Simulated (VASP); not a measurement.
# SnSe2 (P-3m1) in VASP: single point with PBE0

Aim: the single point of SnSe2 with PBE0.

Everything below comes from runs of VASP 6.6.1. Logs are shortened: lines on timing, memory, paths and dates and some standing lists are left out, and cuts for length are marked.

**1. The cell of the first run**

Symmetry: P-3m1, No. 164, trigonal system. Conventional cell: a = 3.811 Å, b = 3.811 Å, c = 6.136 Å, α = 90.00°, β = 90.00°, γ = 120.00°. Sn (site symmetry -3m) has 6 Se at 2.68 Å within 3.5 Å. Within 3.5 Å of Se (site symmetry 3m) lie 3 Sn at 2.68 Å.

**2. Single point, PBE0**

POSCAR

```
SnSe2
1.0
    3.8110000000      0.0000000000      0.0000000000
   -1.9055000000      3.3004228138      0.0000000000
    0.0000000000      0.0000000000      6.1360000000
Sn Se
1 2
Direct
    0.0000000000      0.0000000000      0.0000000000
    0.6666666667      0.3333333333      0.7510000000
    0.3333333333      0.6666666667      0.2490000000
```

INCAR.step1

```
SYSTEM = SnSe2
PREC = Accurate
ENCUT = 400
EDIFF = 1E-5
ISMEAR = -1
SIGMA = 0.05
LREAL = .False.
LASPH = .True.
NELM = 120
ALGO = Normal
ISIF = 2
LWAVE = .True.
NBANDS = 20
GGA = PE
GGA_COMPAT = .False.
```

INCAR.step2

```
SYSTEM = SnSe2
PREC = Accurate
ENCUT = 400
EDIFF = 1E-6
ISMEAR = -1
SIGMA = 0.05
LREAL = .False.
LASPH = .True.
NELM = 120
ALGO = Normal
ISIF = 2
LWAVE = .False.
LCHARG = .True.
GGA = PE
LHFCALC = .True.
AEXX = 0.25
PRECFOCK = Normal
LELF = .True.
LVHAR = .True.
NBANDS = 20
ISTART = 1
GGA_COMPAT = .False.
```

KPOINTS

```
regular mesh
0
Gamma
  4 4 3
  0 0 0
```

Potentials or basis: VASP PAW PBE potentials, release 64 (Sn_d, Se).

Started as:

```bash
$ cat potpaw_PBE.64/Sn_d/POTCAR potpaw_PBE.64/Se/POTCAR > POTCAR
$ cp INCAR.step1 INCAR
$ mpirun -np 1 vasp_std > vasp.out
$ cp INCAR.step2 INCAR
$ mpirun -np 1 vasp_std > vasp.out
```

OUTCAR:

```text
SYSTEM = SnSe2
   PREC = Accurate
   ENCUT = 400
   EDIFF = 1E-6
   ISMEAR = -1
   LREAL = .False.
   LASPH = .True.
   NELM = 120
   ISIF = 2
   GGA = PE
   LHFCALC = .True.
   AEXX = 0.25
   PRECFOCK = Normal
   ISTART = 1

 ion  position               nearest neighbor table
   1  0.000  0.000  0.000-   2 2.68   3 2.68   3 2.68   2 2.68   2 2.68   3 2.68
   2  0.667  0.333  0.751-   1 2.68   1 2.68   1 2.68
   3  0.333  0.667  0.249-   1 2.68   1 2.68   1 2.68

  LATTYP: Found a hexagonal cell.
 ALAT       =     3.8110000000
 C/A-ratio  =     1.6100760955

  Lattice vectors:

 A1 = (   3.8110000000,   0.0000000000,   0.0000000000)
 A2 = (  -1.9055000000,   3.3004228138,   0.0000000000)
 A3 = (   0.0000000000,   0.0000000000,   6.1360000000)

Analysis of symmetry for initial positions (statically):
=====================================================================
 Subroutine PRICEL returns:
 Original cell was already a primitive cell.

 Routine SETGRP: Setting up the symmetry group for a
 hexagonal supercell.

 Subroutine GETGRP returns: Found 12 space group operations
 (whereof 12 operations were pure point group operations)
 out of a pool of 24 trial point group operations.

The static configuration has the point symmetry D_3d.

Analysis of symmetry for dynamics (positions and initial velocities):
=====================================================================
 Subroutine PRICEL returns:
 Original cell was already a primitive cell.

 Routine SETGRP: Setting up the symmetry group for a
 hexagonal supercell.

 Subroutine GETGRP returns: Found 12 space group operations
 (whereof 12 operations were pure point group operations)
 out of a pool of 24 trial point group operations.

The dynamic configuration has the point symmetry D_3d.

 Subroutine INISYM returns: Found 12 space group operations
 (whereof 12 operations are pure point group operations),
 and found     1 'primitive' translations

----------------------------------------------------------------------------------------

                                     Primitive cell

  volume of cell :      77.1781

  direct lattice vectors                    reciprocal lattice vectors
     3.811000000  0.000000000  0.000000000     0.262398321  0.151495741  0.000000000
    -1.905500000  3.300422814  0.000000000     0.000000000  0.302991482  0.000000000
     0.000000000  0.000000000  6.136000000     0.000000000  0.000000000  0.162972621

  length of vectors
     3.811000000  3.811000000  6.136000000     0.302991482  0.302991482  0.162972621

  position of ions in fractional coordinates (direct lattice)
     0.000000000  0.000000000  0.000000000
     0.666666667  0.333333333  0.751000000
     0.333333333  0.666666667  0.249000000

  ion indices of the primitive-cell ions
   primitive index   ion index
                 1           1
                 2           2
                 3           3

----------------------------------------------------------------------------------------

 KPOINTS: regular mesh

Automatic generation of k-mesh.
 Grid dimensions read from file:
 generate k-points for:    4    4    3

 Generating k-lattice:

  Cartesian coordinates                     Fractional coordinates (reciprocal lattice)
     0.065599580  0.037873935  0.000000000     0.250000000  0.000000000  0.000000000
     0.000000000  0.075747871  0.000000000     0.000000000  0.250000000  0.000000000
     0.000000000  0.000000000  0.054324207     0.000000000  0.000000000  0.333333333

  Length of vectors
     0.075747871  0.075747871  0.054324207

  Shift w.r.t. Gamma in fractional coordinates (k-lattice)
     0.000000000  0.000000000  0.000000000

 Subroutine IBZKPT returns following result:
 ===========================================

 Found      9 irreducible k-points:

 Following reciprocal coordinates:
            Coordinates               Weight
  0.000000  0.000000  0.000000      1.000000
  0.250000 -0.000000  0.000000      6.000000
  0.500000 -0.000000  0.000000      3.000000
  0.250000  0.250000  0.000000      6.000000
  0.000000  0.000000  0.333333      2.000000
  0.250000 -0.000000  0.333333      6.000000
  0.000000  0.250000  0.333333      6.000000
  0.500000 -0.000000  0.333333      6.000000
  0.250000  0.250000  0.333333     12.000000
   k-points           NKPTS =      9   k-points in BZ     NKDIM =     48   number of bands    NBANDS=     20
   number of dos      NEDOS =    301   number of ions     NIONS =      3
   total plane-waves  NPLWV =  31360
   dimension x,y,z NGX =    28 NGY =   28 NGZ =   40
   dimension x,y,z NGXF=    56 NGYF=   56 NGZF=   80
   ions per type =               1   2
   NGX,Y,Z   is equivalent  to a cutoff of  12.21, 12.21, 10.84 a.u.
   NGXF,Y,Z  is equivalent  to a cutoff of  24.43, 24.43, 21.67 a.u.
 SYSTEM =  SnSe2
   PREC   = accura    normal or accurate (medium, high low for compatibility)
   ISTART =      1    job   : 0-new  1-cont  2-samecut
   ICHARG =      0    charge: 1-file 2-atom 10-const
   ISPIN  =      1    spin polarized calculation?
   LNONCOLLINEAR =      F non collinear calculations
   LSORBIT =      F    spin-orbit coupling
   LASPH  =      T    aspherical Exc in radial PAW
   ENCUT  =  400.0 eV  29.40 Ry    5.42 a.u.   6.21  6.21 10.01*2*pi/ulx,y,z
   NELM   =    120;   NELMIN=  2; NELMDL=  0     # of ELM steps
   EDIFF  = 0.1E-05   stopping-criterion for ELM
   LREAL  =      F    real-space projection
   EDIFFG = 0.1E-04   stopping-criterion for IOM
   NSW    =      0    number of steps for IOM
   IBRION =     -1    ionic relax: 0-MD 1-quasi-New 2-CG
   NFREE  =      0    steps in history (QN), initial steepest desc. (CG)
   ISIF   =      2    stress and relaxation
   ISYM   =      3    0-nonsym 1-usesym 2-fastsym
   POTIM  = 0.5000    time-step for ionic-motion
   TEBEG  =    0.0;   TEEND  =   0.0 temperature during run
   PSTRESS=    0.0 pullay stress
   NELECT =      26.0000    total number of electrons
   NUPDOWN=      -1.0000    fix difference up-down
   EMIN   =  10.00;   EMAX   =-10.00  energy-range for DOS
   EFERMI =   0.00;   METHOD = LEGACY
   ISMEAR =    -1;   SIGMA  =   0.05  broadening in eV -4-tet -1-fermi 0-gaus
   EFERMI_NEDOS =   21; number of points for ismear=-14 and -15
   IALGO  =     38    algorithm
   IMIX   =      1    mixing-type and parameters
     AMIX     =   0.40;   BMIX     =  1.00
     AMIX_MAG =   1.60;   BMIX_MAG =  1.00
  volume/ion in A,a.u.               =      25.73       173.61
  Fermi-wavevector in a.u.,A,eV,Ry     =   1.139116  2.152617 17.654722  1.297585
  Thomas-Fermi vector in A             =   2.275820
   LORBIT       =      0    0 simple, 1 ext, 2 COOP (PROOUT), +10 PAW based schemes
   GGA     = PE    functional components
   LHFCALC =     T    Hartree Fock is set to
   PRECFOCK=normal    Normal, Fast or Accurate (Low or Medium for compatibility)
   ENCUT4O =  -1.0   cutoff for four orbital integrals eV
   NKREDX  =     1    reduce k-point grid by
   NKREDY  =     1    reduce k-point grid by
   NKREDZ  =     1    reduce k-point grid by
   AEXX    =    0.2500 exact exchange contribution
   HFSCREEN=    0.0000 screening length (either q_TF or 0.3 A-1)
   HFSCREENC=   0.0000 screening length for correlation (either q_TF or 0.3 A-1)
   ENCUTFOCK=  -1.0 apply spherical cutoff to Coloumb kernel
   IVDW    =     0    specifies the selected vdW correction
   LEPSILON=     F    determine dielectric tensor
   LRPA    =     F    only Hartree local field effects (RPA)
 non-spin polarized calculation
  energy-cutoff  :      400.00
  volume of cell :       77.18
 maximum number of plane-waves:      1418
 NGX is ok and might be reduce to    28
  NGX = 20; NGY = 20; NGZ = 32

 number of electron      26.0000016 magnetization

 Free energy of the ion-electron system (eV)
  ---------------------------------------------------
  ext. energy  EPLUGINS =         0.00000000
  ---------------------------------------------------
  free energy    TOTEN  =       -16.00716223 eV

  energy without entropy =      -16.00716223  energy(sigma->0) =      -16.00716223

 E-fermi :   4.3004     XC(G=0):  -7.4671

 val. band max:        3.2398899683   @ k =   0.0000   0.0000   0.0000
 cond. band min:       5.4426176729   @ k =   0.5000  -0.0000   0.3333
 fundamental gap:      2.2027277046
 Fermi energy:         4.3003810314

 k-point     1 :       0.0000    0.0000    0.0000
  band No.  band energies     occupation
      1     -20.1201      2.00000
      2     -20.1201      2.00000
      3     -20.0654      2.00000
      4     -20.0483      2.00000
      5     -20.0483      2.00000
      6     -12.1146      2.00000
[... 12 lines left out ...]
     19      13.9674      0.00000
     20      13.9674      0.00000

 k-point     2 :       0.2500   -0.0000    0.0000
  band No.  band energies     occupation
      1     -20.1529      2.00000
      2     -20.1087      2.00000
      3     -20.0611      2.00000
      4     -20.0450      2.00000
      5     -20.0377      2.00000
      6     -11.4496      2.00000
[... 12 lines left out ...]
     19      13.1925      0.00000
     20      14.7004      0.00000

 k-point     3 :       0.5000   -0.0000    0.0000
  band No.  band energies     occupation
      1     -20.1872      2.00000
      2     -20.1043      2.00000
      3     -20.0698      2.00000
      4     -20.0270      2.00000
      5     -20.0198      2.00000
      6     -10.2723      2.00000
[... 12 lines left out ...]
     19      15.1462      0.00000
     20      15.7904      0.00000

 k-point     4 :       0.2500    0.2500    0.0000
  band No.  band energies     occupation
      1     -20.1642      2.00000
      2     -20.1242      2.00000
      3     -20.0535      2.00000
      4     -20.0427      2.00000
      5     -20.0243      2.00000
      6     -10.3829      2.00000
[... 12 lines left out ...]
     19      12.4299      0.00000
     20      14.9105      0.00000

 k-point     5 :       0.0000    0.0000    0.3333
  band No.  band energies     occupation
      1     -20.1202      2.00000
      2     -20.1202      2.00000
      3     -20.0654      2.00000
      4     -20.0483      2.00000
      5     -20.0483      2.00000
      6     -11.9786      2.00000
[... 12 lines left out ...]
     19      13.4948      0.00000
     20      13.4948      0.00000

 k-point     6 :       0.2500   -0.0000    0.3333
  band No.  band energies     occupation
      1     -20.1530      2.00000
      2     -20.1088      2.00000
      3     -20.0611      2.00000
      4     -20.0450      2.00000
      5     -20.0377      2.00000
      6     -11.3228      2.00000
[... 12 lines left out ...]
     19      13.6365      0.00000
     20      14.5465      0.00000

 k-point     7 :       0.0000    0.2500    0.3333
  band No.  band energies     occupation
      1     -20.1530      2.00000
      2     -20.1088      2.00000
      3     -20.0611      2.00000
      4     -20.0450      2.00000
      5     -20.0377      2.00000
      6     -11.3221      2.00000
[... 12 lines left out ...]
     19      13.2628      0.00000
     20      13.9018      0.00000

 k-point     8 :       0.5000   -0.0000    0.3333
  band No.  band energies     occupation
      1     -20.1874      2.00000
      2     -20.1043      2.00000
      3     -20.0699      2.00000
      4     -20.0269      2.00000
      5     -20.0198      2.00000
      6     -10.1957      2.00000
[... 12 lines left out ...]
     19      14.4894      0.00000
     20      16.7375      0.00000

 k-point     9 :       0.2500    0.2500    0.3333
  band No.  band energies     occupation
      1     -20.1644      2.00000
      2     -20.1243      2.00000
      3     -20.0535      2.00000
      4     -20.0427      2.00000
      5     -20.0242      2.00000
      6     -10.2962      2.00000
[... 12 lines left out ...]
     19      12.6675      0.00000
     20      14.4979      0.00000

------------------------ aborting loop because EDIFF is reached ----------------------------------------

  FORCE on cell =-STRESS in cart. coord.  units (eV):
  Direction    XX          YY          ZZ          XY          YZ          ZX
  --------------------------------------------------------------------------------------
  -------------------------------------------------------------------------------------
  Total        1.2267167      1.2267167      1.4827953     -0.0000000      0.0000000      0.0000000
  in kB       25.4660150     25.4660150     30.7820750     -0.0000000      0.0000000      0.0000000
  external PRESSURE =      27.2380350 kB  Pullay stress =       0.0000000 kB

 VOLUME and BASIS-vectors are now :
 -----------------------------------------------------------------------------
  energy-cutoff  :      400.00
  volume of cell :       77.18
      direct lattice vectors                 reciprocal lattice vectors
     3.811000000  0.000000000  0.000000000     0.262398321  0.151495741  0.000000000
    -1.905500000  3.300422814  0.000000000     0.000000000  0.302991482  0.000000000
     0.000000000  0.000000000  6.136000000     0.000000000  0.000000000  0.162972621

 POSITION                                       TOTAL-FORCE (eV/Angst)
 -----------------------------------------------------------------------------------
      0.00000      0.00000      0.00000         0.000000      0.000000      0.000000
      1.90550      1.10014      4.60814        -0.000000      0.000000     -0.247405
     -0.00000      2.20028      1.52786        -0.000000     -0.000000      0.247405
 -----------------------------------------------------------------------------------
    total drift:                               -0.000001      0.000000      0.000000

  FREE ENERGIE OF THE ION-ELECTRON SYSTEM (eV)
  ---------------------------------------------------
  free  energy   TOTEN  =       -16.0071622305 eV

  energy  without entropy=      -16.0071622304  energy(sigma->0) =      -16.00716223
```

It took 16 min on 1 thread of Intel Xeon 8259CL, shared host; peak memory 0.18 GiB.

What came out:

| Item | Value |
| --- | --- |
| Free energy | -16.0072 eV |
| Pressure | 2.7 GPa |
| Largest force | 0.247 eV/Å |
| Band gap on the k mesh | 2.20 eV (least direct gap 2.61 eV) |

Forces in eV/Å, atoms in the order of the input:
```
Sn   0.000  0.000  0.000
Se   0.000  0.000 -0.247
Se   0.000  0.000  0.247
```

Stress tensor (GPa, compression positive):
```
2.55 0.00 0.00
0.00 2.55 0.00
0.00 0.00 3.08
```

Caveat: the k points lie up to 0.48 Å⁻¹ apart; the PAW data sets were made with another functional, which shifts forces and pressure a little; spin-orbit coupling is left out, which moves the levels of the heavy elements; this functional lacks dispersion, which binds layers or chains, so the pressure and a relaxed spacing across them are unreliable. A k mesh can miss the band edges.
